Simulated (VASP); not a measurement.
# Be3S5 (I-4m2) in VASP: single point with PBE

Aim: the single point of Be3S5 with PBE.

Everything below comes from runs of VASP 6.6.1. Logs are shortened: lines on timing, memory, paths and dates and some standing lists are left out, and cuts for length are marked.

**1. The cell of the first run**

Symmetry: I-4m2, No. 119, tetragonal system. Conventional cell: a = 3.580 Å, b = 3.580 Å, c = 21.698 Å, α = 90.00°, β = 90.00°, γ = 90.00°. Within 2.8 Å of Be (site symmetry 2mm) lie 4 S at 2.08 to 2.17 Å. Within 2.8 Å of Be (site symmetry -4m2) lie 4 S at 2.09 Å. S (site symmetry 2mm) has 1 S at 2.05 Å and 2 Be at 2.09 Å within 2.7 Å. S (site symmetry 2mm) has 1 S at 2.05 Å and 2 Be at 2.08 Å within 2.7 Å. S (site symmetry -4m2) has 4 Be at 2.17 Å within 2.9 Å.

**2. Single point, PBE**

INCAR reads:

```
ALGO = Normal ; EDIFF = 1E-6
ENCUT = 520 ; GGA = PE
ISIF = 2 ; ISMEAR = 0
LASPH = T ; LCHARG = F
LREAL = F ; LWAVE = F
NBANDS = 28 ; NELM = 60
PREC = Accurate ; SIGMA = 0.02
```

KPOINTS reads:

```
k-points
0
Gamma
  14 14 14
```

POSCAR reads:

```
Be3S5
1.0
   -1.7901006229      1.7901006229     10.8488239261
    1.7901006229     -1.7901006229     10.8488239261
    1.7901006229      1.7901006229    -10.8488239261
Be S
3 5
Direct
    0.3064132634      0.3064132634      0.0000000000
    0.6935867366      0.6935867366      0.0000000000
    0.0000000000      0.0000000000      0.0000000000
    0.4498488625      0.9498488625      0.5000000000
    0.3551485537      0.8551485537      0.5000000000
    0.7500000000      0.2500000000      0.5000000000
    0.0501511375      0.5501511375      0.5000000000
    0.1448514463      0.6448514463      0.5000000000
```

Potentials or basis: VASP PAW PBE potentials, release 64 (Be, S).

The run is started by

```bash
$ cat potpaw_PBE.64/Be/POTCAR potpaw_PBE.64/S/POTCAR > POTCAR
$ mpirun -np 1 vasp_std > vasp.out
```

OUTCAR:

```text
EDIFF = 1E-6
   ENCUT = 520
   GGA = PE
   ISIF = 2
   ISMEAR = 0
   LASPH = T
   LREAL = F
   NELM = 60
   PREC = Accurate

 ion  position               nearest neighbor table
   1  0.306  0.306  0.000-   5 2.08   5 2.08   6 2.17   6 2.17
   2  0.694  0.694  0.000-   8 2.08   8 2.08   6 2.17   6 2.17
   3  0.000  0.000  0.000-   7 2.09   4 2.09   7 2.09   4 2.09
   4  0.450  0.950  0.500-   5 2.05   3 2.09   3 2.09
   5  0.355  0.855  0.500-   4 2.05   1 2.08   1 2.08
   6  0.750  0.250  0.500-   2 2.17   1 2.17   1 2.17   2 2.17
   7  0.050  0.550  0.500-   8 2.05   3 2.09   3 2.09
   8  0.145  0.645  0.500-   7 2.05   2 2.08   2 2.08

  LATTYP: Found a body centered tetragonal cell.
 ALAT       =     3.5802012458
 C/A-ratio  =     6.0604548076

  Lattice vectors:

 A1 = (  -1.7901006229,   1.7901006229,  10.8488239261)
 A2 = (   1.7901006229,  -1.7901006229,  10.8488239261)
 A3 = (   1.7901006229,   1.7901006229, -10.8488239261)

Analysis of symmetry for initial positions (statically):
=====================================================================
 Subroutine PRICEL returns:
 Original cell was already a primitive cell.

 Routine SETGRP: Setting up the symmetry group for a
 body centered tetragonal supercell.

 Subroutine GETGRP returns: Found  8 space group operations
 (whereof  8 operations were pure point group operations)
 out of a pool of 16 trial point group operations.

The static configuration has the point symmetry D_2d.

Analysis of symmetry for dynamics (positions and initial velocities):
=====================================================================
 Subroutine PRICEL returns:
 Original cell was already a primitive cell.

 Routine SETGRP: Setting up the symmetry group for a
 body centered tetragonal supercell.

 Subroutine GETGRP returns: Found  8 space group operations
 (whereof  8 operations were pure point group operations)
 out of a pool of 16 trial point group operations.

The dynamic configuration has the point symmetry D_2d.

 Subroutine INISYM returns: Found  8 space group operations
 (whereof  8 operations are pure point group operations),
 and found     1 'primitive' translations

----------------------------------------------------------------------------------------

                                     Primitive cell

  volume of cell :     139.0585

[... 104 lines left out ...]
   IBRION =     -1    ionic relax: 0-MD 1-quasi-New 2-CG
   NFREE  =      0    steps in history (QN), initial steepest desc. (CG)
   ISIF   =      2    stress and relaxation
   ISYM   =      2    0-nonsym 1-usesym 2-fastsym
   POTIM  = 0.5000    time-step for ionic-motion
   TEBEG  =    0.0;   TEEND  =   0.0 temperature during run
   PSTRESS=    0.0 pullay stress
   NELECT =      36.0000    total number of electrons
   NUPDOWN=      -1.0000    fix difference up-down
   EMIN   =  10.00;   EMAX   =-10.00  energy-range for DOS
   EFERMI =   0.00;   METHOD = LEGACY
   ISMEAR =     0;   SIGMA  =   0.02  broadening in eV -4-tet -1-fermi 0-gaus
   EFERMI_NEDOS =   21; number of points for ismear=-14 and -15
   IALGO  =     38    algorithm
   IMIX   =      4    mixing-type and parameters
     AMIX     =   0.40;   BMIX     =  1.00
     AMIX_MAG =   1.60;   BMIX_MAG =  1.00
  volume/ion in A,a.u.               =      17.38       117.30
  Fermi-wavevector in a.u.,A,eV,Ry     =   1.043382  1.971705 14.811915  1.088645
  Thomas-Fermi vector in A             =   2.178088
   LORBIT       =      0    0 simple, 1 ext, 2 COOP (PROOUT), +10 PAW based schemes
   GGA     = PE    functional components
   LHFCALC =     F    Hartree Fock is set to
   AEXX    =    0.0000 exact exchange contribution
   IVDW    =     0    specifies the selected vdW correction
   LEPSILON=     F    determine dielectric tensor
   LRPA    =     F    only Hartree local field effects (RPA)
 non-spin polarized calculation
 Gauss-broadening in eV      SIGMA  =   0.02
  energy-cutoff  :      520.00
  volume of cell :      139.06
 maximum number of plane-waves:      3774
   NGX = 41   NGY = 41   NGZ = 41

 number of electron      36.0000000 magnetization

 Free energy of the ion-electron system (eV)
  ---------------------------------------------------
  ext. energy  EPLUGINS =         0.00000000
  ---------------------------------------------------
  free energy    TOTEN  =       -36.03611129 eV

  energy without entropy =      -36.03611129  energy(sigma->0) =      -36.03611129

 E-fermi :   4.3299     XC(G=0):  -9.1087

 val. band max:        4.2335730886   @ k =   0.0000   0.0000   0.0000
 cond. band min:       4.6649412840   @ k =   0.5000   0.5000  -0.0000
 fundamental gap:      0.4313681955
 Fermi energy:         4.3298627295

 k-point     1 :       0.0000    0.0000    0.0000
  band No.  band energies     occupation
      1     -11.5915      2.00000
      2     -11.2009      2.00000
      3      -9.6009      2.00000
      4      -7.8847      2.00000
      5      -7.3269      2.00000
      6      -2.3111      2.00000
[... 733 lines left out ...]
     27      10.5838      0.00000
     28      10.8056      0.00000

 [... further k-points ...]

------------------------ aborting loop because EDIFF is reached ----------------------------------------

  FORCE on cell =-STRESS in cart. coord.  units (eV):
  Direction    XX          YY          ZZ          XY          YZ          ZX
  --------------------------------------------------------------------------------------
  -------------------------------------------------------------------------------------
  Total       -0.0018579     -0.0018579     -0.4508675      0.0000000      0.0000000      0.0000000
  in kB       -0.0214062     -0.0214062     -5.1947181      0.0000000      0.0000000      0.0000000
  external PRESSURE =      -1.7458435 kB  Pullay stress =       0.0000000 kB

 VOLUME and BASIS-vectors are now :
 -----------------------------------------------------------------------------
  energy-cutoff  :      520.00
  volume of cell :      139.06
      direct lattice vectors                 reciprocal lattice vectors
    -1.790100623  1.790100623 10.848823926     0.000000000  0.279313908  0.046087945
     1.790100623 -1.790100623 10.848823926     0.279313908  0.000000000  0.046087945
     1.790100623  1.790100623-10.848823926     0.279313908  0.279313908  0.000000000

 POSITION                                       TOTAL-FORCE (eV/Angst)
 -----------------------------------------------------------------------------------
      0.00000      0.00000      6.64845         0.000000     -0.000000     -0.003457
      0.00000      0.00000     15.04920         0.000000     -0.000000      0.003457
      0.00000      0.00000      0.00000        -0.000000     -0.000000     -0.000000
      1.79010      0.00000      9.76066         0.000000      0.000000     -0.122207
      1.79010     -0.00000      7.70589        -0.000000     -0.000000      0.119399
     -0.00000      1.79010      5.42441        -0.000000     -0.000000     -0.000000
      1.79010      0.00000      1.08816        -0.000000     -0.000000      0.122207
      1.79010      0.00000      3.14294         0.000000      0.000000     -0.119399
 -----------------------------------------------------------------------------------
    total drift:                               -0.000000      0.000000      0.000000

  FREE ENERGIE OF THE ION-ELECTRON SYSTEM (eV)
  ---------------------------------------------------
  free  energy   TOTEN  =       -36.0361112893 eV

  energy  without entropy=      -36.0361112893  energy(sigma->0) =      -36.03611129
```

stdout:

```text
POSCAR found type information on POSCAR BeS
 POSCAR found :  2 types and       8 ions
 scaLAPACK will be used
 LDA part: xc-table for (Slater+PW92), standard interpolation
 POSCAR, INCAR and KPOINTS ok, starting setup
 FFT: planning ... GRIDC
 FFT: planning ... GRID_SOFT
 FFT: planning ... GRID
 WAVECAR not read
 entering main loop
```

It took 1.8 h on 1 thread of Intel Xeon 6975P-C (Granite Rapids), shared host; peak memory 1.5 GiB.

What came out:

```
Free energy            : -36.0361 eV
Pressure               : -0.2 GPa
Largest force          : 0.122 eV/Å
Band gap on the k mesh : 0.43 eV (least direct gap 0.68 eV)
```

Forces on the atoms (eV/Å):
```
Be   0.000  0.000 -0.003
Be   0.000  0.000  0.003
Be   0.000  0.000  0.000
S    0.000  0.000 -0.122
S    0.000  0.000  0.119
S    0.000  0.000  0.000
S    0.000  0.000  0.122
S    0.000  0.000 -0.119
```

A k mesh can miss the band edges.
